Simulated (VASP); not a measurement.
# Ir (Fm-3m) in VASP: notebook

The runs below take Ir through single point, with PBE.

All numbers are computed with VASP 6.6.1; they aren't measurements. Logs are shortened: lines on timing, memory, paths and dates and some standing lists are left out, and cuts for length are marked.

### Step 1. The cell of the first run

The structure is cubic, space group Fm-3m (No. 225). Conventional cell: a = 3.766 Å, b = 3.766 Å, c = 3.766 Å, α = 90.00°, β = 90.00°, γ = 90.00°. Ir (site symmetry m-3m) has 12 Ir at 2.66 Å within 3.5 Å.

### Step 2. Single point, PBE

Contents of INCAR:

```
PREC = Accurate
ENCUT = 520
EDIFF = 1E-7
ISMEAR = 1
SIGMA = 0.05
LREAL = False
LASPH = True
NELM = 60
ALGO = Normal
ISIF = 2
LWAVE = False
LCHARG = False
GGA = PE
NBANDS = 10
```

Contents of KPOINTS:

```
regular mesh
0
Gamma
  15 15 15
```

Contents of POSCAR:

```
Ir
1.0
    0.0000000000      1.8831259299      1.8831259299
    1.8831259299      0.0000000000      1.8831259299
    1.8831259299      1.8831259299      0.0000000000
Ir
1
Direct
    0.0000000000      0.0000000000      0.0000000000
```

Potentials or basis: VASP PAW PBE potentials, release 64 (Ir).

The run is started by

```sh
> cat potpaw_PBE.64/Ir/POTCAR > POTCAR
> mpirun -np 1 vasp_std > vasp.out
```

OUTCAR:

```text
PREC = Accurate
   ENCUT = 520
   EDIFF = 1E-7
   ISMEAR = 1
   LREAL = False
   LASPH = True
   NELM = 60
   ISIF = 2
   GGA = PE

 ion  position               nearest neighbor table
   1  0.000  0.000  0.000-

  LATTYP: Found a face centered cubic cell.
 ALAT       =     3.7662518598

  Lattice vectors:

 A1 = (   0.0000000000,   1.8831259299,   1.8831259299)
 A2 = (   1.8831259299,   0.0000000000,   1.8831259299)
 A3 = (   1.8831259299,   1.8831259299,   0.0000000000)

Analysis of symmetry for initial positions (statically):
=====================================================================
 Subroutine PRICEL returns:
 Original cell was already a primitive cell.

 Routine SETGRP: Setting up the symmetry group for a
 face centered cubic supercell.

 Subroutine GETGRP returns: Found 48 space group operations
 (whereof 48 operations were pure point group operations)
 out of a pool of 48 trial point group operations.

The static configuration has the point symmetry O_h .

Analysis of symmetry for dynamics (positions and initial velocities):
=====================================================================
 Subroutine PRICEL returns:
 Original cell was already a primitive cell.

 Routine SETGRP: Setting up the symmetry group for a
 face centered cubic supercell.

 Subroutine GETGRP returns: Found 48 space group operations
 (whereof 48 operations were pure point group operations)
 out of a pool of 48 trial point group operations.

The dynamic configuration has the point symmetry O_h .

 Subroutine INISYM returns: Found 48 space group operations
 (whereof 48 operations are pure point group operations),
 and found     1 'primitive' translations

----------------------------------------------------------------------------------------

                                     Primitive cell

  volume of cell :      13.3557

  direct lattice vectors                    reciprocal lattice vectors
     0.000000000  1.883125930  1.883125930    -0.265515966  0.265515966  0.265515966
     1.883125930  0.000000000  1.883125930     0.265515966 -0.265515966  0.265515966
     1.883125930  1.883125930  0.000000000     0.265515966  0.265515966 -0.265515966

  length of vectors
     2.663142230  2.663142230  2.663142230     0.459887143  0.459887143  0.459887143

  position of ions in fractional coordinates (direct lattice)
     0.000000000  0.000000000  0.000000000

  ion indices of the primitive-cell ions
   primitive index   ion index
                 1           1

----------------------------------------------------------------------------------------

 KPOINTS: regular mesh

Automatic generation of k-mesh.
 Grid dimensions read from file:
 generate k-points for:   15   15   15

 Generating k-lattice:

  Cartesian coordinates                     Fractional coordinates (reciprocal lattice)
    -0.017701064  0.017701064  0.017701064     0.066666667  0.000000000  0.000000000
     0.017701064 -0.017701064  0.017701064     0.000000000  0.066666667  0.000000000
     0.017701064  0.017701064 -0.017701064     0.000000000  0.000000000  0.066666667

  Length of vectors
     0.030659143  0.030659143  0.030659143

  Shift w.r.t. Gamma in fractional coordinates (k-lattice)
     0.000000000  0.000000000  0.000000000

 Subroutine IBZKPT returns following result:
 ===========================================

 Found    120 irreducible k-points:

 Following reciprocal coordinates:
            Coordinates               Weight
  0.000000  0.000000  0.000000      1.000000
  0.066667  0.000000  0.000000      8.000000
  0.133333  0.000000  0.000000      8.000000
  0.200000  0.000000  0.000000      8.000000
  0.266667  0.000000  0.000000      8.000000
  0.333333  0.000000  0.000000      8.000000
[... 16 lines left out ...]
  0.133333  0.133333  0.000000      6.000000
  0.200000  0.133333  0.000000     24.000000
 [... further k-points ...]
   k-points           NKPTS =    120   k-points in BZ     NKDIM =    120   number of bands    NBANDS=     10
   number of dos      NEDOS =    301   number of ions     NIONS =      1
   total plane-waves  NPLWV =   8000
   dimension x,y,z NGX =    20 NGY =   20 NGZ =   20
   dimension x,y,z NGXF=    40 NGYF=   40 NGZF=   40
   ions per type =               1
   NGX,Y,Z   is equivalent  to a cutoff of  12.48, 12.48, 12.48 a.u.
   NGXF,Y,Z  is equivalent  to a cutoff of  24.97, 24.97, 24.97 a.u.
 SYSTEM =  unknown system
   PREC   = accura    normal or accurate (medium, high low for compatibility)
   ISTART =      0    job   : 0-new  1-cont  2-samecut
   ICHARG =      2    charge: 1-file 2-atom 10-const
   ISPIN  =      1    spin polarized calculation?
   LNONCOLLINEAR =      F non collinear calculations
   LSORBIT =      F    spin-orbit coupling
   LASPH  =      T    aspherical Exc in radial PAW
   ENCUT  =  520.0 eV  38.22 Ry    6.18 a.u.   4.95  4.95  4.95*2*pi/ulx,y,z
   NELM   =     60;   NELMIN=  2; NELMDL= -5     # of ELM steps
   EDIFF  = 0.1E-06   stopping-criterion for ELM
   LREAL  =      F    real-space projection
   EDIFFG = 0.1E-05   stopping-criterion for IOM
   NSW    =      0    number of steps for IOM
   IBRION =     -1    ionic relax: 0-MD 1-quasi-New 2-CG
   NFREE  =      0    steps in history (QN), initial steepest desc. (CG)
   ISIF   =      2    stress and relaxation
   ISYM   =      2    0-nonsym 1-usesym 2-fastsym
   POTIM  = 0.5000    time-step for ionic-motion
   TEBEG  =    0.0;   TEEND  =   0.0 temperature during run
   PSTRESS=    0.0 pullay stress
   NELECT =       9.0000    total number of electrons
   NUPDOWN=      -1.0000    fix difference up-down
   EMIN   =  10.00;   EMAX   =-10.00  energy-range for DOS
   EFERMI =   0.00;   METHOD = LEGACY
   ISMEAR =     1;   SIGMA  =   0.05  broadening in eV -4-tet -1-fermi 0-gaus
   EFERMI_NEDOS =   21; number of points for ismear=-14 and -15
   IALGO  =     38    algorithm
   IMIX   =      4    mixing-type and parameters
     AMIX     =   0.40;   BMIX     =  1.00
     AMIX_MAG =   1.60;   BMIX_MAG =  1.00
  volume/ion in A,a.u.               =      13.36        90.13
  Fermi-wavevector in a.u.,A,eV,Ry     =   1.435268  2.712263 28.027919  2.059994
  Thomas-Fermi vector in A             =   2.554585
   LORBIT       =      0    0 simple, 1 ext, 2 COOP (PROOUT), +10 PAW based schemes
   GGA     = PE    functional components
   LHFCALC =     F    Hartree Fock is set to
   AEXX    =    0.0000 exact exchange contribution
   IVDW    =     0    specifies the selected vdW correction
   LEPSILON=     F    determine dielectric tensor
   LRPA    =     F    only Hartree local field effects (RPA)
 non-spin polarized calculation
 Methfessel and Paxton  Order N= 1 SIGMA  =   0.05
  energy-cutoff  :      520.00
  volume of cell :       13.36
 maximum number of plane-waves:       370
   NGX =  9   NGY =  9   NGZ =  9

 number of electron       9.0000001 magnetization

 Free energy of the ion-electron system (eV)
  ---------------------------------------------------
  ext. energy  EPLUGINS =         0.00000000
  ---------------------------------------------------
  free energy    TOTEN  =        -8.73498218 eV

  energy without entropy =       -8.73478902  energy(sigma->0) =       -8.73491779

 E-fermi :  11.5271     XC(G=0): -14.3335

 val. band max:       11.5051458216   @ k =  -0.3333   0.2667   0.0667
 cond. band min:      11.5295746121   @ k =  -0.3333   0.2000   0.0667
 fundamental gap:      0.0244287905
 Fermi energy:        11.5271027973

 k-point     1 :       0.0000    0.0000    0.0000
  band No.  band energies     occupation
      1      -0.3158      2.00000
      2       7.1936      2.00000
      3       7.1936      2.00000
      4       7.1936      2.00000
      5      10.1406      2.00000
      6      10.1406      2.00000
      7      25.6289      0.00000
      8      31.5660      0.00000
      9      31.5660      0.00000
     10      31.5660      0.00000

 k-point     2 :       0.0667    0.0000    0.0000
  band No.  band energies     occupation
      1      -0.1057      2.00000
      2       7.0777      2.00000
      3       7.2862      2.00000
      4       7.2862      2.00000
      5      10.0784      2.00000
      6      10.0784      2.00000
      7      26.0017      0.00000
      8      30.5270      0.00000
      9      31.9208      0.00000
     10      31.9208      0.00000

 k-point     3 :       0.1333    0.0000    0.0000
  band No.  band energies     occupation
      1       0.4898      2.00000
      2       6.8048      2.00000
      3       7.5106      2.00000
      4       7.5106      2.00000
      5       9.9668      2.00000
      6       9.9668      2.00000
      7      26.9690      0.00000
      8      28.7146      0.00000
      9      32.9396      0.00000
     10      32.9396      0.00000

 k-point     4 :       0.2000    0.0000    0.0000
  band No.  band energies     occupation
      1       1.3433      2.00000
      2       6.5852      2.00000
      3       7.6883      2.00000
      4       7.6883      2.00000
      5      10.0285      2.00000
      6      10.0285      2.00000
      7      26.7123      0.00000
      8      28.2946      0.00000
      9      34.4901      0.00000
     10      34.4901      0.00000
[... 222 lines left out ...]
 k-point    22 :      -0.0667    0.0667    0.0000
  band No.  band energies     occupation
      1       0.2348      2.00000
      2       6.8708      2.00000
      3       7.4155      2.00000
      4       7.4770      2.00000
      5       9.8159      2.00000
      6      10.1749      2.00000
      7      26.5883      0.00000
      8      29.6354      0.00000
      9      31.8288      0.00000
     10      32.8058      0.00000

 k-point    23 :       0.1333    0.1333    0.0000
  band No.  band energies     occupation
      1       0.7663      2.00000
      2       6.3861      2.00000
      3       7.8370      2.00000
      4       7.8370      2.00000
      5       9.2032      2.00000
      6      10.4716      2.00000
      7      27.5323      0.00000
      8      29.8691      0.00000
      9      31.9205      0.00000
     10      31.9205      0.00000

 k-point    24 :       0.2000    0.1333    0.0000
  band No.  band energies     occupation
      1       1.4301      2.00000
      2       6.0397      2.00000
      3       8.0409      2.00000
      4       8.1526      2.00000
      5       9.0099      2.00000
      6      10.6495      2.00000
      7      28.5712      0.00000
      8      28.7988      0.00000
      9      32.1283      0.00000
     10      32.6431      0.00000

 [... further k-points ...]

------------------------ aborting loop because EDIFF is reached ----------------------------------------

  FORCE on cell =-STRESS in cart. coord.  units (eV):
  Direction    XX          YY          ZZ          XY          YZ          ZX
  --------------------------------------------------------------------------------------
  -------------------------------------------------------------------------------------
  Total        2.9969976      2.9969976      2.9969976      0.0000000      0.0000000     -0.0000000
  in kB      359.5248296    359.5248296    359.5248296      0.0000000      0.0000000     -0.0000000
  external PRESSURE =     359.5248296 kB  Pullay stress =       0.0000000 kB

 VOLUME and BASIS-vectors are now :
 -----------------------------------------------------------------------------
  energy-cutoff  :      520.00
  volume of cell :       13.36
      direct lattice vectors                 reciprocal lattice vectors
     0.000000000  1.883125930  1.883125930    -0.265515966  0.265515966  0.265515966
     1.883125930  0.000000000  1.883125930     0.265515966 -0.265515966  0.265515966
     1.883125930  1.883125930  0.000000000     0.265515966  0.265515966 -0.265515966

 POSITION                                       TOTAL-FORCE (eV/Angst)
 -----------------------------------------------------------------------------------
      0.00000      0.00000      0.00000         0.000000     -0.000000     -0.000000
 -----------------------------------------------------------------------------------
    total drift:                               -0.000000     -0.000000     -0.000000

  FREE ENERGIE OF THE ION-ELECTRON SYSTEM (eV)
  ---------------------------------------------------
  free  energy   TOTEN  =        -8.7349821778 eV

  energy  without entropy=       -8.7347890173  energy(sigma->0) =       -8.73491779
```

Wall time 30 s (1 thread of AMD EPYC 7R13, shared host); peak memory 0.11 GiB.

What came out:

| Item | Value |
| --- | --- |
| Free energy | -8.7350 eV |
| Pressure | 36.0 GPa |

Caveat: spin-orbit coupling is left out, which moves the levels of the heavy elements.

(Part 1 of 2 ends here.)
